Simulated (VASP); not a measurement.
Input of a VASP 6.6.1 run:

File INCAR:

```
PREC     = Accurate       # precision mode
ENCUT    = 520            # plane-wave cutoff, eV
EDIFF    = 1E-6           # SCF threshold, eV
ISMEAR   = 0              # smearing method
SIGMA    = 0.05           # smearing width, eV
LREAL    = F              # projectors in reciprocal space
LASPH    = T              # aspherical terms in the spheres
NELM     = 60             # most SCF steps
ALGO     = Normal         # electronic algorithm
ISIF     = 2              # what is computed and relaxed
LWAVE    = F              # write WAVECAR
LCHARG   = T              # write CHGCAR
GGA      = PS             # functional
LELF     = T              # ELF
LVHAR    = T            
NBANDS   = 26             # bands
```

Contents of KPOINTS:

```
regular mesh
0
Gamma
  6 6 6
```

File POSCAR:

```
MgO
1.0
    4.2149416169      0.0000000000      0.0000000000
    0.0000000000     -4.2149416169      0.0000000000
    0.0000000000      0.0000000000     -4.2149416169
Mg O
4 4
Direct
   -0.0711310624      0.0711310624      0.0000000000
    0.5000000000      0.5000000000      0.0000000000
    0.5000000000      0.0000000000      0.5000000000
    0.0000000000      0.5000000000      0.5000000000
    0.5000000000      0.0000000000      0.0000000000
    0.0000000000      0.5000000000      0.0000000000
    0.0000000000      0.0000000000      0.5000000000
    0.5000000000      0.5000000000      0.5000000000
```

Potentials or basis: VASP PAW PBE potentials, release 64 (Mg, O).

The run is started by

```bash
$ cat potpaw_PBE.64/Mg/POTCAR potpaw_PBE.64/O/POTCAR > POTCAR
$ mpirun -np 1 vasp_std > vasp.out
```

**Question.** What does it give for the largest force?

**Answer.** 4.990 eV/Å.

**Question.** Predict the band gap on the k mesh.

**Answer.** 4.58 eV.

**Question.** Estimate the pressure.

**Answer.** 4.9 GPa.

Stress tensor (GPa, compression positive):
```
 7.42 -0.95  0.00
-0.95  7.42  0.00
 0.00  0.00 -0.12
```

Caveat: the cell differs from its parent crystal (atom 1 (Mg) moved by -0.424 Å along [1 1 0] and +0.000 Å along [0 0 1]); the stress differs along the axes, from -0 to 7 GPa; the PAW data sets were made with another functional, which shifts forces and pressure a little.
